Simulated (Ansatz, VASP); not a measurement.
Ti in VASP and in Ansatz

File INCAR:

```
SYSTEM = Ti
PREC = Accurate
ENCUT = 600
EDIFF = 1E-6
ISMEAR = 0
SIGMA = 0.1
LREAL = .FALSE.
LASPH = .TRUE.
NELM = 60
ALGO = Fast
ISIF = 3
LWAVE = .FALSE.
LCHARG = .FALSE.
IBRION = 2
NSW = 80
EDIFFG = -0.005
```

The input KPOINTS:

```
Automatic mesh
0
G
  16 16 10
  0 0 0
```

File POSCAR:

```
Ti
1.0
    2.9500000000      0.0000000000      0.0000000000
   -1.4750000000      2.5547749412      0.0000000000
    0.0000000000      0.0000000000      4.6800000000
Ti
2
Direct
    0.3333333333      0.6666666667      0.2500000000
    0.6666666667      0.3333333333      0.7500000000
```

Input for Ansatz:

```yaml
crystal:
  lattice:
    - [2.95, 0.0, 0.0]
    - [-1.475, 2.5547749412, 0.0]
    - [0.0, 0.0, 4.68]
  atoms:
    - { symbol: Ti, position: [0.3333333333, 0.6666666667, 0.25] }
    - { symbol: Ti, position: [0.6666666667, 0.3333333333, 0.75] }
scf:
  occupations: { method: gaussian, width: 0.1 }
output:
  forces: true
  stress: true
  eigenvalues: true
hamiltonian:
  xc: lda
kpoints:
  mp_grid: { grid: [16, 16, 10] }
relax:
  f_tol: 0.005
  max_steps: 60
  cell: { stress_tol: 0.03 }
```

Alike in both runs: task relaxation of cell and atoms; functional LDA; k mesh 16 × 16 × 10; occupations gaussian, width 0.1 eV; no spin polarisation.

```csv
,VASP,Ansatz
version,VASP 6.6.1,Ansatz 0.2.0
potentials or method,"VASP PAW LDA potentials, release 64 (Ti_sv)","scalar-relativistic, plane waves, PAW"
plane-wave cutoff (eV),600,420
valence electrons in the cell,24,24
```

VASP gave:

```
gap on the k mesh at the Fermi level, each at its own relaxed structure (eV) : none
relaxed volume (Å³/atom)                                                     : 16.08
relaxed cell length with the largest relative difference (Å)                 : 2.862
```

**Question.** Which values does Ansatz return?

**Answer.** gap on the k mesh at the Fermi level, each at its own relaxed structure (eV): none; relaxed volume (Å³/atom): 16.10; relaxed cell length with the largest relative difference (Å): 2.864.

LDA's correlation is that of Perdew and Zunger in VASP and of Perdew and Wang (1992) in Ansatz. A gap of «none» marks a metal or a gap that the smearing closes.
